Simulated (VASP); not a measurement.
# InSb (I-4m2) in VASP: single point with LDA

Aim: the single point of InSb with LDA.

All numbers are computed with VASP 6.6.1; they aren't measurements. Logs are shortened: lines on timing, memory, paths and dates and some standing lists are left out, and cuts for length are marked.

## 1. The cell of the first run

It takes space group I-4m2 (No. 119, tetragonal). Conventional cell: a = 4.581 Å, b = 4.581 Å, c = 6.284 Å, α = 90.00°, β = 90.00°, γ = 90.00°. Within 3.7 Å of In (site symmetry -4m2) lie 4 Sb at 2.78 Å. Sb (site symmetry -4m2) has 4 In at 2.78 Å within 3.7 Å.

## 2. Single point, LDA (zz strain of -3 %)

INCAR reads:

```
SYSTEM = InSb
PREC = Accurate ; ENCUT = 520
EDIFF = 1E-6 ; ISMEAR = -1
SIGMA = 0.03 ; LREAL = .False.
LASPH = .True. ; NELM = 100
ALGO = Normal ; ISIF = 2
LWAVE = .False. ; LCHARG = .False.
NBANDS = 16
```

KPOINTS reads:

```
regular mesh
0
Gamma
  10 10 10
  0 0 0
```

POSCAR reads:

```
InSb
1.0
    0.0000000000      3.2391000000      3.1419270000
    3.2391000000      0.0000000000      3.1419270000
    3.2391000000      3.2391000000      0.0000000000
In Sb
1 1
Direct
    0.0000000000      0.0000000000      0.0000000000
    0.7500000000      0.7500000000      0.7500000000
```

Potentials or basis: VASP PAW LDA potentials, release 64 (In_d, Sb).

Launch:

```bash
> cat potpaw_LDA.64/In_d/POTCAR potpaw_LDA.64/Sb/POTCAR > POTCAR
> mpirun -np 1 vasp_std > vasp.out
```

OUTCAR:

```text
SYSTEM = InSb
   PREC = Accurate
   ENCUT = 520
   EDIFF = 1E-6
   ISMEAR = -1
   LREAL = .False.
   LASPH = .True.
   NELM = 100
   ISIF = 2

 ion  position               nearest neighbor table
   1  0.000  0.000  0.000-   2 2.78   2 2.78   2 2.78   2 2.78
   2  0.750  0.750  0.750-   1 2.78   1 2.78   1 2.78   1 2.78

  LATTYP: Found a body centered tetragonal cell.
 ALAT       =     4.5807791499
 C/A-ratio  =     1.3717871555

  Lattice vectors:

 A1 = (   0.0000000000,  -3.2391000000,  -3.1419270000)
 A2 = (   0.0000000000,   3.2391000000,  -3.1419270000)
 A3 = (   3.2391000000,   0.0000000000,   3.1419270000)

Analysis of symmetry for initial positions (statically):
=====================================================================
 Subroutine PRICEL returns:
 Original cell was already a primitive cell.

 Routine SETGRP: Setting up the symmetry group for a
 body centered tetragonal supercell.

 Subroutine GETGRP returns: Found  8 space group operations
 (whereof  8 operations were pure point group operations)
 out of a pool of 16 trial point group operations.

The static configuration has the point symmetry D_2d.

Analysis of symmetry for dynamics (positions and initial velocities):
=====================================================================
 Subroutine PRICEL returns:
 Original cell was already a primitive cell.

 Routine SETGRP: Setting up the symmetry group for a
 body centered tetragonal supercell.

 Subroutine GETGRP returns: Found  8 space group operations
 (whereof  8 operations were pure point group operations)
 out of a pool of 16 trial point group operations.

The dynamic configuration has the point symmetry D_2d.

 Subroutine INISYM returns: Found  8 space group operations
 (whereof  8 operations are pure point group operations),
 and found     1 'primitive' translations

----------------------------------------------------------------------------------------

                                     Primitive cell

  volume of cell :      65.9287

  direct lattice vectors                    reciprocal lattice vectors
     0.000000000  3.239100000  3.141927000    -0.154363867  0.154363867  0.159138007
     3.239100000  0.000000000  3.141927000     0.154363867 -0.154363867  0.159138007
     3.239100000  3.239100000  0.000000000     0.154363867  0.154363867 -0.159138007

  length of vectors
     4.512590618  4.512590618  4.580779150     0.270150535  0.270150535  0.270150535

  position of ions in fractional coordinates (direct lattice)
     0.000000000  0.000000000  0.000000000
     0.750000000  0.750000000  0.750000000

  ion indices of the primitive-cell ions
   primitive index   ion index
                 1           1
                 2           2

----------------------------------------------------------------------------------------

 KPOINTS: regular mesh

Automatic generation of k-mesh.
 Grid dimensions read from file:
 generate k-points for:   10   10   10

 Generating k-lattice:

  Cartesian coordinates                     Fractional coordinates (reciprocal lattice)
    -0.015436387  0.015436387  0.015913801     0.100000000 -0.000000000  0.000000000
     0.015436387 -0.015436387  0.015913801    -0.000000000  0.100000000  0.000000000
     0.015436387  0.015436387 -0.015913801     0.000000000  0.000000000  0.100000000

  Length of vectors
     0.027015054  0.027015054  0.027015054

  Shift w.r.t. Gamma in fractional coordinates (k-lattice)
     0.000000000  0.000000000  0.000000000

 Subroutine IBZKPT returns following result:
 ===========================================

 Found    102 irreducible k-points:

 Following reciprocal coordinates:
            Coordinates               Weight
  0.000000  0.000000  0.000000      1.000000
  0.100000  0.000000  0.000000      8.000000
  0.200000  0.000000  0.000000      8.000000
  0.300000  0.000000  0.000000      8.000000
  0.400000  0.000000  0.000000      8.000000
  0.500000  0.000000  0.000000      4.000000
[... 16 lines left out ...]
  0.300000  0.300000  0.000000      2.000000
  0.400000  0.300000  0.000000      8.000000
 [... further k-points ...]
   k-points           NKPTS =    102   k-points in BZ     NKDIM =    102   number of bands    NBANDS=     16
   number of dos      NEDOS =    301   number of ions     NIONS =      2
   total plane-waves  NPLWV =  46656
   dimension x,y,z NGX =    36 NGY =   36 NGZ =   36
   dimension x,y,z NGXF=    72 NGYF=   72 NGZF=   72
   ions per type =               1   1
   NGX,Y,Z   is equivalent  to a cutoff of  13.26, 13.26, 13.07 a.u.
   NGXF,Y,Z  is equivalent  to a cutoff of  26.53, 26.53, 26.13 a.u.
 SYSTEM =  InSb
   PREC   = accura    normal or accurate (medium, high low for compatibility)
   ISTART =      0    job   : 0-new  1-cont  2-samecut
   ICHARG =      2    charge: 1-file 2-atom 10-const
   ISPIN  =      1    spin polarized calculation?
   LNONCOLLINEAR =      F non collinear calculations
   LSORBIT =      F    spin-orbit coupling
   LASPH  =      T    aspherical Exc in radial PAW
   ENCUT  =  520.0 eV  38.22 Ry    6.18 a.u.   8.39  8.39  8.52*2*pi/ulx,y,z
   NELM   =    100;   NELMIN=  2; NELMDL= -5     # of ELM steps
   EDIFF  = 0.1E-05   stopping-criterion for ELM
   LREAL  =      F    real-space projection
   EDIFFG = 0.1E-04   stopping-criterion for IOM
   NSW    =      0    number of steps for IOM
   IBRION =     -1    ionic relax: 0-MD 1-quasi-New 2-CG
   NFREE  =      0    steps in history (QN), initial steepest desc. (CG)
   ISIF   =      2    stress and relaxation
   ISYM   =      2    0-nonsym 1-usesym 2-fastsym
   POTIM  = 0.5000    time-step for ionic-motion
   TEBEG  =    0.0;   TEEND  =   0.0 temperature during run
   PSTRESS=    0.0 pullay stress
   NELECT =      18.0000    total number of electrons
   NUPDOWN=      -1.0000    fix difference up-down
   EMIN   =  10.00;   EMAX   =-10.00  energy-range for DOS
   EFERMI =   0.00;   METHOD = LEGACY
   ISMEAR =    -1;   SIGMA  =   0.03  broadening in eV -4-tet -1-fermi 0-gaus
   EFERMI_NEDOS =   21; number of points for ismear=-14 and -15
   IALGO  =     38    algorithm
   IMIX   =      4    mixing-type and parameters
     AMIX     =   0.40;   BMIX     =  1.00
     AMIX_MAG =   1.60;   BMIX_MAG =  1.00
  volume/ion in A,a.u.               =      32.96       222.45
  Fermi-wavevector in a.u.,A,eV,Ry     =   1.062040  2.006964 15.346395  1.127928
  Thomas-Fermi vector in A             =   2.197477
   LORBIT       =      0    0 simple, 1 ext, 2 COOP (PROOUT), +10 PAW based schemes
   GGA     = CA    functional components
   LHFCALC =     F    Hartree Fock is set to
   AEXX    =    0.0000 exact exchange contribution
   IVDW    =     0    specifies the selected vdW correction
   LEPSILON=     F    determine dielectric tensor
   LRPA    =     F    only Hartree local field effects (RPA)
 non-spin polarized calculation
  energy-cutoff  :      520.00
  volume of cell :       65.93
 maximum number of plane-waves:      1799
 NGX is ok and might be reduce to    36
   NGX = 17   NGY = 17   NGZ = 17

 number of electron      17.9999998 magnetization

 Free energy of the ion-electron system (eV)
  ---------------------------------------------------
  ext. energy  EPLUGINS =         0.00000000
  ---------------------------------------------------
  free energy    TOTEN  =        -8.20824674 eV

  energy without entropy =       -8.20817024  energy(sigma->0) =       -8.20820849

 E-fermi :   5.2731     XC(G=0):  -9.1226

 val. band max:        5.1741696246   @ k =   0.0000   0.0000   0.0000
 cond. band min:       5.3233797894   @ k =   0.0000   0.0000   0.0000
 fundamental gap:      0.1492101648
 Fermi energy:         5.2731319991

 k-point     1 :       0.0000    0.0000    0.0000
  band No.  band energies     occupation
      1      -9.4065      2.00000
      2      -9.4065      2.00000
      3      -9.4012      2.00000
      4      -9.3100      2.00000
      5      -9.3074      2.00000
      6      -5.7467      2.00000
[... 8 lines left out ...]
     15      13.3207      0.00000
     16      13.7353      0.00000

 k-point     2 :       0.1000    0.0000    0.0000
  band No.  band energies     occupation
      1      -9.4107      2.00000
      2      -9.4040      2.00000
      3      -9.4001      2.00000
      4      -9.3103      2.00000
      5      -9.3075      2.00000
      6      -5.6511      2.00000
[... 8 lines left out ...]
     15      12.6880      0.00000
     16      12.9528      0.00000

 k-point     3 :       0.2000    0.0000    0.0000
  band No.  band energies     occupation
      1      -9.4248      2.00000
      2      -9.3979      2.00000
      3      -9.3946      2.00000
      4      -9.3109      2.00000
      5      -9.3074      2.00000
      6      -5.3747      2.00000
[... 8 lines left out ...]
     15      12.3610      0.00000
     16      12.5833      0.00000

 k-point     4 :       0.3000    0.0000    0.0000
  band No.  band energies     occupation
      1      -9.4422      2.00000
      2      -9.3912      2.00000
      3      -9.3879      2.00000
      4      -9.3109      2.00000
      5      -9.3064      2.00000
      6      -4.9586      2.00000
[... 8 lines left out ...]
     15      12.7116      0.00000
     16      12.7527      0.00000
[... 324 lines left out ...]
 k-point    22 :      -0.2000    0.2000    0.0000
  band No.  band energies     occupation
      1      -9.4488      2.00000
      2      -9.3881      2.00000
      3      -9.3817      2.00000
      4      -9.3098      2.00000
      5      -9.3098      2.00000
      6      -4.8236      2.00000
[... 8 lines left out ...]
     15      13.5465      0.00000
     16      14.0646      0.00000

 k-point    23 :       0.3000    0.3000    0.0000
  band No.  band energies     occupation
      1      -9.4685      2.00000
      2      -9.3732      2.00000
      3      -9.3732      2.00000
      4      -9.3259      2.00000
      5      -9.2999      2.00000
      6      -4.6404      2.00000
[... 8 lines left out ...]
     15      14.2436      0.00000
     16      15.0512      0.00000

 k-point    24 :       0.4000    0.3000    0.0000
  band No.  band energies     occupation
      1      -9.4800      2.00000
      2      -9.3676      2.00000
      3      -9.3668      2.00000
      4      -9.3282      2.00000
      5      -9.2988      2.00000
      6      -4.2652      2.00000
[... 8 lines left out ...]
     15      14.7707      0.00000
     16      15.4376      0.00000

 [... further k-points ...]
[... 5 lines left out ...]
  --------------------------------------------------------------------------------------
  -------------------------------------------------------------------------------------
  Total        0.2656150      0.2656150      0.6048605      0.0000000      0.0000000      0.0000000
  in kB        6.4548840      6.4548840     14.6991083      0.0000000      0.0000000      0.0000000
  external PRESSURE =       9.2029588 kB  Pullay stress =       0.0000000 kB

 VOLUME and BASIS-vectors are now :
 -----------------------------------------------------------------------------
  energy-cutoff  :      520.00
  volume of cell :       65.93
      direct lattice vectors                 reciprocal lattice vectors
     0.000000000  3.239100000  3.141927000    -0.154363867  0.154363867  0.159138007
     3.239100000  0.000000000  3.141927000     0.154363867 -0.154363867  0.159138007
     3.239100000  3.239100000  0.000000000     0.154363867  0.154363867 -0.159138007

 POSITION                                       TOTAL-FORCE (eV/Angst)
 -----------------------------------------------------------------------------------
      0.00000      0.00000      0.00000         0.000000     -0.000000     -0.000000
      4.85865      4.85865      4.71289        -0.000000      0.000000      0.000000
 -----------------------------------------------------------------------------------
    total drift:                               -0.000000     -0.000000      0.000000

  FREE ENERGIE OF THE ION-ELECTRON SYSTEM (eV)
  ---------------------------------------------------
  free  energy   TOTEN  =        -8.2082467370 eV

  energy  without entropy=       -8.2081702371  energy(sigma->0) =       -8.20820849
```

It took 39 s on 1 thread of Intel Xeon 6975P-C (Granite Rapids), shared host; peak memory 0.25 GiB.

What came out:

| Property | Result |
| --- | --- |
| Free energy | -8.2082 eV |
| Pressure | 0.9 GPa |
| Band gap on the k mesh | 0.15 eV |

Stress tensor (GPa, compression positive):
```
0.65 0.00 0.00
0.00 0.65 0.00
0.00 0.00 1.47
```

Caveat: the cell differs from its parent crystal (zz strain of -3 %); spin-orbit coupling is left out, which moves the levels of the heavy elements.
